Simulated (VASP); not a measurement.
Wanted: the native input for a VASP 6.6.1 run.

| Property | Result |
| --- | --- |
| Task | single point |
| Functional | PBE |
| Potentials or basis | VASP PAW PBE potentials, release 64 (Na_pv, F) |
| Cutoff | 520 eV |
| k mesh | 2 × 2 × 2 |
| Occupations | gaussian, width 0.02 eV |
| Spin | collinear spin |
| Starting moments | [0.0, 0.0, 0.0, 0.0, 0.0, 0.0, 0.0, 0.0, 0.0, 0.0, 0.0, 0.0, 0.0, 0.0, 0.0, 0.0, 1.0] μB |
| Dipole correction | no |
| Further INCAR settings | LREAL = Auto; ALGO = Normal; EDIFF = 1e-07; NBANDS = 78 |

The structure of Na8F9 (a cell with a defect) lies in POSCAR:

```
Na8F9
1.0
    0.0000000000      4.6999823628     -4.6999823628
    4.6999823628      4.6999823628      0.0000000000
    4.6999823628      0.0000000000     -4.6999823628
Na F
8 9
Direct
    0.4908341801     -0.0042172389      0.4911948536
    0.5148157830      0.4847932167      0.4869625782
    0.0236083645     -0.0042449541      0.4911917243
   -0.0086875824      0.4953383632      0.5231857521
    0.5183911455     -0.0264776407     -0.0089258896
    0.4515527197      0.4911896771      0.0108396883
   -0.0059142698      0.0150300399     -0.0020568908
    0.0476973232      0.4911006381      0.0107093411
    0.2544185141      0.7384613827      0.2462689542
    0.2551215670      0.2316069526      0.2594642682
    0.7621631692      0.7384170377      0.2462126683
    0.7553903946      0.2056325021      0.2850031895
    0.2553463548      0.7489119846      0.7417289323
    0.2694386469      0.2371773447      0.7470238301
    0.7530868421      0.8185446742      0.6767179312
    0.7477042619      0.2370477335      0.7469401359
    0.7848532549      0.4930647742      0.9382770479
```

This cell differs from its parent crystal: with an interstitial atom, then relaxed in part.

These files were run (other wordings do the same):

INCAR

```
SYSTEM = Na8F9
PREC = Accurate ; ENCUT = 520
EDIFF = 1E-7 ; ISMEAR = 0
SIGMA = 0.02 ; LREAL = Auto
LASPH = .True. ; NELM = 150
ALGO = Normal ; ISIF = 2
LWAVE = .False. ; LCHARG = .False.
ISPIN = 2 ; MAGMOM = 0 0 0 0 0 0 0 0 0 0 0 0 0 0 0 0 1
LORBIT = 11 ; GGA = PE
NBANDS = 78
```

KPOINTS

```
Automatic mesh
0
Gamma
  2 2 2
  0 0 0
```

Potentials or basis: VASP PAW PBE potentials, release 64 (Na_pv, F).

Run with:

```bash
$ cat potpaw_PBE.64/Na_pv/POTCAR potpaw_PBE.64/F/POTCAR > POTCAR
$ mpirun -np 1 vasp_std > vasp.out
```

It gave:

```
Pressure                                              : 5.0 GPa
Largest force                                         : 0.016 eV/Å
Band gap on the k mesh                                : 0.74 eV
Net moment                                            : 1.00 μB per cell
Site moments                                          : Na +0.00, -0.00 (each value once); F +0.00, -0.00, +0.19, +0.29, +0.45 (each value once) μB
Valence electrons inside the program's atomic spheres : Na 6.06, 6.04, 6.03, 6.07 (each value once); F 6.10, 6.13, 6.07, 6.12, 6.05, 6.00 (each value once)
```

Caveat: the k points lie up to 0.58 Å⁻¹ apart; the cell differs from its parent crystal (with an interstitial atom, then relaxed in part).

It took 8.7 min on 1 thread of Intel(R) Xeon(R) Platinum 8259CL CPU @ 2.50GHz (Skylake/Cascade Lake) (shared host), peak memory 0.51 GiB.
